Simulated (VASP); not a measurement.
# ZrC (Fm-3m) in VASP: a series of runs, part 2 of 3

VASP 6.6.1.

### 4 Single point, PBE (volume scaled by 0.94)

INCAR reads:

```
SYSTEM = ZrC
ALGO     = Normal         ! electronic algorithm
EDIFF    = 1E-7           ! SCF threshold, eV
ENCUT    = 520            ! plane-wave cutoff, eV
GGA      = PE             ! functional
ISIF     = 2              ! what is computed and relaxed
ISMEAR   = 0              ! smearing method
LASPH    = .True.         ! aspherical terms in the spheres
LCHARG   = .False.        ! write CHGCAR
LREAL    = .False.        ! projectors in reciprocal space
LWAVE    = .False.        ! write WAVECAR
NBANDS   = 15             ! bands
NELM     = 80             ! most SCF steps
PREC     = Accurate       ! precision mode
SIGMA    = 0.1            ! smearing width, eV
```

KPOINTS reads:

```
k-points
0
Gamma
  16 16 16
  0 0 0
```

POSCAR reads:

```
ZrC
1.0
    0.0000000000      2.3063351907      2.3063351907
    2.3063351907      0.0000000000      2.3063351907
    2.3063351907      2.3063351907      0.0000000000
Zr C
1 1
Direct
    0.5000000000      0.5000000000      0.5000000000
    0.0000000000      0.0000000000      0.0000000000
```

Potentials or basis: VASP PAW PBE potentials, release 64 (Zr_sv, C).

Command:

```console
$ cat potpaw_PBE.64/Zr_sv/POTCAR potpaw_PBE.64/C/POTCAR > POTCAR
$ mpirun -np 1 vasp_std > vasp.out
```

OUTCAR:

```text
SYSTEM = ZrC
   EDIFF = 1E-7
   ENCUT = 520
   GGA = PE
   ISIF = 2
   ISMEAR = 0
   LASPH = .True.
   LREAL = .False.
   NELM = 80
   PREC = Accurate

 ion  position               nearest neighbor table
   1  0.500  0.500  0.500-   2 2.31   2 2.31   2 2.31   2 2.31   2 2.31   2 2.31
   2  0.000  0.000  0.000-   1 2.31   1 2.31   1 2.31   1 2.31   1 2.31   1 2.31

  LATTYP: Found a face centered cubic cell.
 ALAT       =     4.6126703814

  Lattice vectors:

 A1 = (   0.0000000000,   2.3063351907,   2.3063351907)
 A2 = (   2.3063351907,   0.0000000000,   2.3063351907)
 A3 = (   2.3063351907,   2.3063351907,   0.0000000000)

Analysis of symmetry for initial positions (statically):
=====================================================================
 Subroutine PRICEL returns:
 Original cell was already a primitive cell.

 Routine SETGRP: Setting up the symmetry group for a
 face centered cubic supercell.

 Subroutine GETGRP returns: Found 48 space group operations
 (whereof 48 operations were pure point group operations)
 out of a pool of 48 trial point group operations.

The static configuration has the point symmetry O_h .

Analysis of symmetry for dynamics (positions and initial velocities):
=====================================================================
 Subroutine PRICEL returns:
 Original cell was already a primitive cell.

 Routine SETGRP: Setting up the symmetry group for a
 face centered cubic supercell.

 Subroutine GETGRP returns: Found 48 space group operations
 (whereof 48 operations were pure point group operations)
 out of a pool of 48 trial point group operations.

The dynamic configuration has the point symmetry O_h .

 Subroutine INISYM returns: Found 48 space group operations
 (whereof 48 operations are pure point group operations),
 and found     1 'primitive' translations

----------------------------------------------------------------------------------------

[... 116 lines left out ...]
   LORBIT       =      0    0 simple, 1 ext, 2 COOP (PROOUT), +10 PAW based schemes
   GGA     = PE    functional components
   LHFCALC =     F    Hartree Fock is set to
   AEXX    =    0.0000 exact exchange contribution
   IVDW    =     0    specifies the selected vdW correction
   LEPSILON=     F    determine dielectric tensor
   LRPA    =     F    only Hartree local field effects (RPA)
 non-spin polarized calculation
 Gauss-broadening in eV      SIGMA  =   0.10
  energy-cutoff  :      520.00
  volume of cell :       24.54
 maximum number of plane-waves:       684
   NGX = 13   NGY = 13   NGZ = 13

 number of electron      16.0000000 magnetization

 Free energy of the ion-electron system (eV)
  ---------------------------------------------------
  ext. energy  EPLUGINS =         0.00000000
  ---------------------------------------------------
  free energy    TOTEN  =       -19.38662725 eV

  energy without entropy =      -19.38505470  energy(sigma->0) =      -19.38584098

 E-fermi :  10.2675     XC(G=0): -12.4154

 val. band max:       10.2466020725   @ k =   0.3750   0.3125   0.0000
 cond. band min:      10.3295823424   @ k =   0.4375   0.4375   0.0000
 fundamental gap:      0.0829802699
 Fermi energy:        10.2674826983

 k-point     1 :       0.0000    0.0000    0.0000
  band No.  band energies     occupation
      1     -37.6114      2.00000
      2     -15.2791      2.00000
      3     -15.2791      2.00000
      4     -15.2791      2.00000
      5      -1.2234      2.00000
      6      11.2251      0.00000
      7      11.2251      0.00000
      8      11.2251      0.00000
      9      11.3889      0.00000
     10      11.3889      0.00000
     11      11.3889      0.00000
     12      13.2553      0.00000
     13      13.2553      0.00000
     14      18.2465      0.00000
[... 401 lines left out ...]
      2     -15.3829      2.00000
      3     -15.3062      2.00000
      4     -15.2807      2.00000
      5      -0.9668      2.00000
      6       9.8496      2.00000
      7      10.0525      1.99764
      8      10.2084      1.59659
      9      11.5414      0.00000
     10      12.2084      0.00000
     11      12.2760      0.00000
     12      13.9214      0.00000
     13      14.8186      0.00000
     14      18.7429      0.00000
     15      21.5344      0.00000

 [... further k-points ...]
[... 5 lines left out ...]
  --------------------------------------------------------------------------------------
  -------------------------------------------------------------------------------------
  Total        2.4241510      2.4241510      2.4241510      0.0000000      0.0000000      0.0000000
  in kB      158.2971086    158.2971086    158.2971086      0.0000000      0.0000000      0.0000000
  external PRESSURE =     158.2971086 kB  Pullay stress =       0.0000000 kB

 VOLUME and BASIS-vectors are now :
 -----------------------------------------------------------------------------
  energy-cutoff  :      520.00
  volume of cell :       24.54
      direct lattice vectors                 reciprocal lattice vectors
     0.000000000  2.306335191  2.306335191    -0.216794160  0.216794160  0.216794160
     2.306335191  0.000000000  2.306335191     0.216794160 -0.216794160  0.216794160
     2.306335191  2.306335191  0.000000000     0.216794160  0.216794160 -0.216794160

 POSITION                                       TOTAL-FORCE (eV/Angst)
 -----------------------------------------------------------------------------------
      2.30634      2.30634      2.30634         0.000000      0.000000     -0.000000
      0.00000      0.00000      0.00000        -0.000000      0.000000      0.000000
 -----------------------------------------------------------------------------------
    total drift:                                0.000000     -0.000000      0.000000

  FREE ENERGIE OF THE ION-ELECTRON SYSTEM (eV)
  ---------------------------------------------------
  free  energy   TOTEN  =       -19.3866272500 eV

  energy  without entropy=      -19.3850547012  energy(sigma->0) =      -19.38584098
```

OSZICAR:

```text
N       E                     dE             d eps       ncg     rms          rms(c)
DAV:   1     0.101076665889E+03    0.10108E+03   -0.86631E+03  4350   0.109E+03
DAV:   2    -0.166337065754E+02   -0.11771E+03   -0.11011E+03  5491   0.289E+02
DAV:   3    -0.226549773227E+02   -0.60213E+01   -0.59805E+01  7074   0.554E+01
DAV:   4    -0.227787205377E+02   -0.12374E+00   -0.12369E+00  5322   0.581E+00
DAV:   5    -0.227800850510E+02   -0.13645E-02   -0.13645E-02  5778   0.533E-01    0.228E+01
DAV:   6    -0.194641602900E+02    0.33159E+01   -0.61160E+00  5153   0.228E+01    0.814E+00
DAV:   7    -0.193962507063E+02    0.67910E-01   -0.56655E-01  5053   0.568E+00    0.702E+00
DAV:   8    -0.194187637028E+02   -0.22513E-01   -0.27025E-01  5382   0.409E+00    0.538E+00
DAV:   9    -0.193879657076E+02    0.30798E-01   -0.47354E-02  4903   0.158E+00    0.109E+00
DAV:  10    -0.193866478748E+02    0.13178E-02   -0.62925E-03  5701   0.641E-01    0.149E-01
DAV:  11    -0.193866347650E+02    0.13110E-04   -0.19705E-04  4910   0.137E-01    0.529E-02
DAV:  12    -0.193866290613E+02    0.57037E-05   -0.36368E-06  5582   0.175E-02    0.170E-02
DAV:  13    -0.193866273084E+02    0.17529E-05   -0.20485E-06  5421   0.938E-03    0.263E-03
DAV:  14    -0.193866272500E+02    0.58396E-07   -0.60992E-08  3576   0.173E-03
   1 F= -.19386627E+02 E0= -.19385841E+02  d E =-.157255E-02
```

stdout:

```text
POSCAR found type information on POSCAR ZrC
 POSCAR found :  2 types and       2 ions
 scaLAPACK will be used
 LDA part: xc-table for (Slater+PW92), standard interpolation
 POSCAR, INCAR and KPOINTS ok, starting setup
 FFT: planning ... GRIDC
 FFT: planning ... GRID_SOFT
 FFT: planning ... GRID
 WAVECAR not read
 entering main loop
```

It took 24 s on 1 thread of AMD EPYC 9R45 (Zen 5), shared host; peak memory 0.15 GiB.

What came out:

```yaml
Free_energy: -19.3866 eV
Pressure: 15.8 GPa
Band_gap_on_the_k_mesh: zero (band 8 reaches 11.23 eV, above the bottom of band 9 at 9.90 eV)
```

Levels at points of the mesh, in eV from the Fermi level:
```
           k point  band 4  band 5  band 6  band 7  band 8  band 9  band 10  band 11  band 12  band 13
(0.00, 0.00, 0.00)  -25.55  -11.49    0.96    0.96    0.96    1.12     1.12     1.12     2.99     2.99
(0.50, 0.00, 0.00)  -25.64   -8.13   -5.51   -3.12   -3.12    4.82     4.82     5.70     6.79    10.83
(0.50, 0.50, 0.00)  -25.89  -10.38   -1.95   -1.94    0.13    0.13     4.77     6.09     6.09     8.73
```

(Part 2 of 3 ends here.)
